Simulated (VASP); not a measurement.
# SbS (I4/mmm) in VASP: relaxation of cell and atoms with PBE

Aim: the relaxation of cell and atoms of SbS with PBE.

Program: VASP 6.6.1. These are calculated values, not measurements. Logs are shortened: lines on timing, memory, paths and dates and some standing lists are left out, and cuts for length are marked.

## Step 1: The cell of the first run

The structure is tetragonal, space group I4/mmm (No. 139). Conventional cell: a = 4.111 Å, b = 4.111 Å, c = 5.751 Å, α = 90.00°, β = 90.00°, γ = 90.00°. Sb (site symmetry 4/mmm) has 6 S at 2.88 to 2.91 Å within 3.8 Å. S (site symmetry 4/mmm) has 6 Sb at 2.88 to 2.91 Å within 3.8 Å.

The cell was generated, and may not be a known phase.

## Step 2: Relaxation of cell and atoms, PBE

Contents of INCAR:

```
PREC = Accurate
ENCUT = 600
EDIFF = 1E-6
ISMEAR = 0
SIGMA = 0.1
LREAL = False
LASPH = True
NELM = 100
ALGO = Normal
ISIF = 3
LWAVE = False
LCHARG = False
GGA = PE
IBRION = 2
NSW = 100
EDIFFG = -0.01
LUSENCCL = False
```

Contents of KPOINTS:

```
regular mesh
0
Gamma
  20 20 20
```

Contents of POSCAR:

```
SbS
1.0
   -2.0555841661      2.0555841661      2.8754337514
    2.0555841661     -2.0555841661      2.8754337514
    2.0555841661      2.0555841661     -2.8754337514
Sb S
1 1
Direct
    0.0000000000      0.0000000000      0.0000000000
    0.5000000000      0.5000000000      0.0000000000
```

Potentials or basis: VASP PAW PBE potentials, release 64 (Sb, S).

Launch:

```bash
$ cat potpaw_PBE.64/Sb/POTCAR potpaw_PBE.64/S/POTCAR > POTCAR
$ mpirun -np 1 vasp_std > vasp.out
```

OUTCAR:

```text
PREC = Accurate
   ENCUT = 600
   EDIFF = 1E-6
   ISMEAR = 0
   LREAL = False
   LASPH = True
   NELM = 100
   ISIF = 3
   GGA = PE
   IBRION = 2
   NSW = 100
   EDIFFG = -0.01

 ion  position               nearest neighbor table
   1  0.000  0.000  0.000-   2 2.88   2 2.88   2 2.91   2 2.91   2 2.91   2 2.91
   2  0.500  0.500  0.000-   1 2.88   1 2.88   1 2.91   1 2.91   1 2.91   1 2.91

  LATTYP: Found a body centered tetragonal cell.
 ALAT       =     4.1111683322
 C/A-ratio  =     1.3988401929

  Lattice vectors:

 A1 = (  -2.0555841661,   2.0555841661,   2.8754337514)
 A2 = (   2.0555841661,  -2.0555841661,   2.8754337514)
 A3 = (   2.0555841661,   2.0555841661,  -2.8754337514)

Analysis of symmetry for initial positions (statically):
=====================================================================
 Subroutine PRICEL returns:
 Original cell was already a primitive cell.

 Routine SETGRP: Setting up the symmetry group for a
 body centered tetragonal supercell.

 Subroutine GETGRP returns: Found 16 space group operations
 (whereof 16 operations were pure point group operations)
 out of a pool of 16 trial point group operations.

The static configuration has the point symmetry D_4h.

Analysis of symmetry for dynamics (positions and initial velocities):
=====================================================================
 Subroutine PRICEL returns:
 Original cell was already a primitive cell.

 Routine SETGRP: Setting up the symmetry group for a
 body centered tetragonal supercell.

 Subroutine GETGRP returns: Found 16 space group operations
 (whereof 16 operations were pure point group operations)
 out of a pool of 16 trial point group operations.

The dynamic configuration has the point symmetry D_4h.

 Subroutine INISYM returns: Found 16 space group operations
 (whereof 16 operations are pure point group operations),
 and found     1 'primitive' translations

----------------------------------------------------------------------------------------

                                     Primitive cell

  volume of cell :      48.5997

  direct lattice vectors                    reciprocal lattice vectors
    -2.055584166  2.055584166  2.875433751     0.000000000  0.243239858  0.173886809
     2.055584166 -2.055584166  2.875433751     0.243239858  0.000000000  0.173886809
     2.055584166  2.055584166 -2.875433751     0.243239858  0.243239858  0.000000000

  length of vectors
     4.088883929  4.088883929  4.088883929     0.299002092  0.299002092  0.343993106

  position of ions in fractional coordinates (direct lattice)
     0.000000000  0.000000000  0.000000000
     0.500000000  0.500000000  0.000000000

  ion indices of the primitive-cell ions
   primitive index   ion index
                 1           1
                 2           2

----------------------------------------------------------------------------------------

 KPOINTS: regular mesh

Automatic generation of k-mesh.
 Grid dimensions read from file:
 generate k-points for:   20   20   20

 Generating k-lattice:

  Cartesian coordinates                     Fractional coordinates (reciprocal lattice)
     0.000000000  0.012161993  0.008694340     0.050000000  0.000000000  0.000000000
     0.012161993  0.000000000  0.008694340     0.000000000  0.050000000  0.000000000
     0.012161993  0.012161993  0.000000000     0.000000000  0.000000000  0.050000000

  Length of vectors
     0.014950105  0.014950105  0.017199655

  Shift w.r.t. Gamma in fractional coordinates (k-lattice)
     0.000000000  0.000000000  0.000000000

 Subroutine IBZKPT returns following result:
 ===========================================

 Found    641 irreducible k-points:

 Following reciprocal coordinates:
            Coordinates               Weight
  0.000000  0.000000  0.000000      1.000000
  0.050000  0.000000  0.000000      8.000000
  0.100000  0.000000  0.000000      8.000000
  0.150000  0.000000  0.000000      8.000000
  0.200000  0.000000  0.000000      8.000000
  0.250000  0.000000  0.000000      8.000000
[... 16 lines left out ...]
 -0.400000  0.050000  0.000000     16.000000
 -0.350000  0.050000  0.000000     16.000000
 [... further k-points ...]
   k-points           NKPTS =    641   k-points in BZ     NKDIM =    641   number of bands    NBANDS=      9
   number of dos      NEDOS =    301   number of ions     NIONS =      2
   total plane-waves  NPLWV =  46656
   dimension x,y,z NGX =    36 NGY =   36 NGZ =   36
   dimension x,y,z NGXF=    72 NGYF=   72 NGZF=   72
   ions per type =               1   1
   NGX,Y,Z   is equivalent  to a cutoff of  14.64, 14.64, 14.64 a.u.
   NGXF,Y,Z  is equivalent  to a cutoff of  29.27, 29.27, 29.27 a.u.
 SYSTEM =  unknown system
   PREC   = accura    normal or accurate (medium, high low for compatibility)
   ISTART =      0    job   : 0-new  1-cont  2-samecut
   ICHARG =      2    charge: 1-file 2-atom 10-const
   ISPIN  =      1    spin polarized calculation?
   LNONCOLLINEAR =      F non collinear calculations
   LSORBIT =      F    spin-orbit coupling
   LASPH  =      T    aspherical Exc in radial PAW
   ENCUT  =  600.0 eV  44.10 Ry    6.64 a.u.   8.17  8.17  8.17*2*pi/ulx,y,z
   NELM   =    100;   NELMIN=  2; NELMDL= -5     # of ELM steps
   EDIFF  = 0.1E-05   stopping-criterion for ELM
   LREAL  =      F    real-space projection
   EDIFFG = -.1E-01   stopping-criterion for IOM
   NSW    =    100    number of steps for IOM
   IBRION =      2    ionic relax: 0-MD 1-quasi-New 2-CG
   NFREE  =      1    steps in history (QN), initial steepest desc. (CG)
   ISIF   =      3    stress and relaxation
   ISYM   =      2    0-nonsym 1-usesym 2-fastsym
   POTIM  = 0.5000    time-step for ionic-motion
   TEBEG  =    0.0;   TEEND  =   0.0 temperature during run
   PSTRESS=    0.0 pullay stress
   NELECT =      11.0000    total number of electrons
   NUPDOWN=      -1.0000    fix difference up-down
   EMIN   =  10.00;   EMAX   =-10.00  energy-range for DOS
   EFERMI =   0.00;   METHOD = LEGACY
   ISMEAR =     0;   SIGMA  =   0.10  broadening in eV -4-tet -1-fermi 0-gaus
   EFERMI_NEDOS =   21; number of points for ismear=-14 and -15
   IALGO  =     38    algorithm
   IMIX   =      4    mixing-type and parameters
     AMIX     =   0.40;   BMIX     =  1.00
     AMIX_MAG =   1.60;   BMIX_MAG =  1.00
  volume/ion in A,a.u.               =      24.30       163.98
  Fermi-wavevector in a.u.,A,eV,Ry     =   0.997687  1.885356 13.542966  0.995380
  Thomas-Fermi vector in A             =   2.129860
   LORBIT       =      0    0 simple, 1 ext, 2 COOP (PROOUT), +10 PAW based schemes
   GGA     = PE    functional components
   LHFCALC =     F    Hartree Fock is set to
   AEXX    =    0.0000 exact exchange contribution
   IVDW    =     0    specifies the selected vdW correction
   LEPSILON=     F    determine dielectric tensor
   LRPA    =     F    only Hartree local field effects (RPA)
 conjugate gradient relaxation of ions
 non-spin polarized calculation
 Gauss-broadening in eV      SIGMA  =   0.10
  energy-cutoff  :      600.00
  volume of cell :       48.60
 maximum number of plane-waves:      1644
 NGX is ok and might be reduce to    36
   NGX = 17   NGY = 17   NGZ = 17

--------------------------------------- Ionic step        1  -------------------------------------------

 number of electron      11.0000000 magnetization

 Free energy of the ion-electron system (eV)
  ---------------------------------------------------
  ext. energy  EPLUGINS =         0.00000000
  ---------------------------------------------------
  free energy    TOTEN  =        -8.10376193 eV

  energy without entropy =       -8.09701533  energy(sigma->0) =       -8.10038863

------------------------ aborting loop because EDIFF is reached ----------------------------------------

  FORCE on cell =-STRESS in cart. coord.  units (eV):
  Direction    XX          YY          ZZ          XY          YZ          ZX
  --------------------------------------------------------------------------------------
  -------------------------------------------------------------------------------------
  Total       -0.2211104     -0.2211104      0.0396900      0.0000000      0.0000000      0.0000000
  in kB       -7.2893023     -7.2893023      1.3084527      0.0000000      0.0000000      0.0000000
  external PRESSURE =      -4.4233839 kB  Pullay stress =       0.0000000 kB
[... 129 lines left out ...]
  energy  without entropy=       -8.0987707874  energy(sigma->0) =       -8.10200120

--------------------------------------- Ionic step        5  -------------------------------------------

 number of electron      10.9999999 magnetization

 Free energy of the ion-electron system (eV)
  ---------------------------------------------------
  ext. energy  EPLUGINS =         0.00000000
  ---------------------------------------------------
  free energy    TOTEN  =        -8.10523908 eV

  energy without entropy =       -8.09877520  energy(sigma->0) =       -8.10200714

 E-fermi :   7.2094     XC(G=0):  -9.8477

 val. band max:        7.2001688678   @ k =  -0.4000  -0.4500   0.1500
 cond. band min:       7.2169114006   @ k =  -0.2000   0.3000   0.2000
 fundamental gap:      0.0167425328
 Fermi energy:         7.2094431199

 k-point     1 :       0.0000    0.0000    0.0000
  band No.  band energies     occupation
      1      -7.8224      2.00000
      2       0.0891      2.00000
      3       3.7552      2.00000
      4       3.7552      2.00000
      5       3.7556      2.00000
      6       9.9234      0.00000
      7       9.9241      0.00000
      8       9.9241      0.00000
      9      12.2231      0.00000
[... 265 lines left out ...]
 k-point    24 :      -0.3500    0.0500    0.0000
  band No.  band energies     occupation
      1      -6.8955      2.00000
      2      -2.3157      2.00000
      3       3.7460      2.00000
      4       3.9181      2.00000
      5       5.2576      2.00000
      6       6.6802      2.00000
      7       7.7266      0.00000
      8       7.7446      0.00000
      9      13.0000      0.00000

 [... further k-points ...]

------------------------ aborting loop because EDIFF is reached ----------------------------------------

  FORCE on cell =-STRESS in cart. coord.  units (eV):
  Direction    XX          YY          ZZ          XY          YZ          ZX
  --------------------------------------------------------------------------------------
  -------------------------------------------------------------------------------------
  Total        0.0033560      0.0033560      0.0022741      0.0000000      0.0000000      0.0000000
  in kB        0.1114610      0.1114610      0.0755274      0.0000000      0.0000000      0.0000000
  external PRESSURE =       0.0994832 kB  Pullay stress =       0.0000000 kB
[... 17 lines left out ...]
  FREE ENERGIE OF THE ION-ELECTRON SYSTEM (eV)
  ---------------------------------------------------
  free  energy   TOTEN  =        -8.1052390788 eV

  energy  without entropy=       -8.0987751973  energy(sigma->0) =       -8.10200714

 reached required accuracy - stopping structural energy minimisation
```

Run time: 27 min. Hardware: 1 × NVIDIA H100 80GB with 1 thread of AMD EPYC 7R13 (Zen 3), shared host; peak memory 1.6 GiB.

Results:

```yaml
Free_energy: -8.1052 eV
Relaxed_volume: 24.12 Å³/atom
Relaxed_cell: a = 4.086 Å, b = 4.086 Å, c = 4.086 Å, α = 120.00°, β = 120.00°, γ = 90.00°
Space_group_after_relaxing_to_0.1_Å: Fm-3m (No. 225)
Energy_gained_by_relaxing: 0.7 meV/atom
Ionic_steps: 5
Pressure_after_relaxing: 0.0 GPa
Band_gap_on_the_k_mesh: zero (an odd number of electrons rules out a gap without spin polarisation)
```

Step by step:
| step | energy change (eV) | largest force (eV/Å) | pressure (GPa) | volume (Å³) |
| --- | --- | --- | --- | --- |
| 1 | 0.0000 | 0.0000 | -0.44 | 48.60 |
| 2 | -0.0012 | 0.0000 | 0.16 | 48.13 |
| 3 | -0.0012 | 0.0000 | 0.16 | 48.12 |
| 4 | -0.0015 | 0.0000 | 0.04 | 48.22 |
| 5 | -0.0015 | 0.0000 | 0.01 | 48.24 |

Final structure:
```cif
data_structure
_symmetry_space_group_name_H-M 'P 1'
_symmetry_Int_Tables_number 1
_cell_length_a 4.0861
_cell_length_b 4.0861
_cell_length_c 4.0861
_cell_angle_alpha 120.001
_cell_angle_beta 120.001
_cell_angle_gamma 89.998
_cell_volume 48.24
loop_
_atom_site_label
_atom_site_type_symbol
_atom_site_fract_x
_atom_site_fract_y
_atom_site_fract_z
_atom_site_occupancy
Sb1 Sb 0.00000 0.00000 0.00000 1
S1 S 0.50000 0.50000 0.00000 1
```

Caveat: spin-orbit coupling is left out, which moves the levels of the heavy elements; an odd number of electrons without spin polarisation forces a metal; a magnetic or distorted state may lie lower.
